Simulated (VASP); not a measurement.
Lu:

```
CELL_PARAMETERS angstrom
3.19000 0.00000 0.00000
0.00000 3.19000 0.00000
0.00000 0.00000 3.19000
ATOMIC_POSITIONS crystal
Lu 0.00000 0.00000 0.00000
```

* Program: VASP 6.6.1
* Task: relaxation of cell and atoms
* Functional: PBEsol
* Potentials or basis: VASP PAW PBE potentials, release 64 (Lu)
* Cutoff: 600 eV
* k mesh: 6 × 6 × 6
* Occupations: gaussian, width 0.05 eV
* Spin: no spin polarisation

At the start: pressure -0.7 GPa; volume 32.46 Å³/atom.

Q: How do energy, volume and symmetry change on relaxing?

A: Over 7 steps the energy falls by 7.0 meV/atom and the volume is 29.44 Å³/atom (-9.3 %); space group Pm-3m (No. 221, to 0.05 Å).

Step by step:
```
step  energy change (eV)  largest force (eV/Å)  pressure (GPa)  volume (Å³)
   1              0.0000                0.0000           -0.68        32.46
   2             -0.0019                0.0000           -0.78        31.82
   3             -0.0063                0.0000           -0.38        29.94
   4              0.0326                0.0000            4.17        26.42
   5             -0.0070                0.0000           -0.19        29.60
   6             -0.0069                0.0000            0.18        29.28
   7             -0.0070                0.0000            0.08        29.44
```

Final structure:
```cif
data_structure
_symmetry_space_group_name_H-M 'P 1'
_symmetry_Int_Tables_number 1
_cell_length_a 3.0876
_cell_length_b 3.0876
_cell_length_c 3.0876
_cell_angle_alpha 90.000
_cell_angle_beta 90.000
_cell_angle_gamma 90.000
_cell_volume 29.44
loop_
_atom_site_label
_atom_site_type_symbol
_atom_site_fract_x
_atom_site_fract_y
_atom_site_fract_z
_atom_site_occupancy
Lu1 Lu 0.00000 0.00000 0.00000 1
```

Caveat: the PAW data sets were made with another functional, which shifts forces and pressure a little.
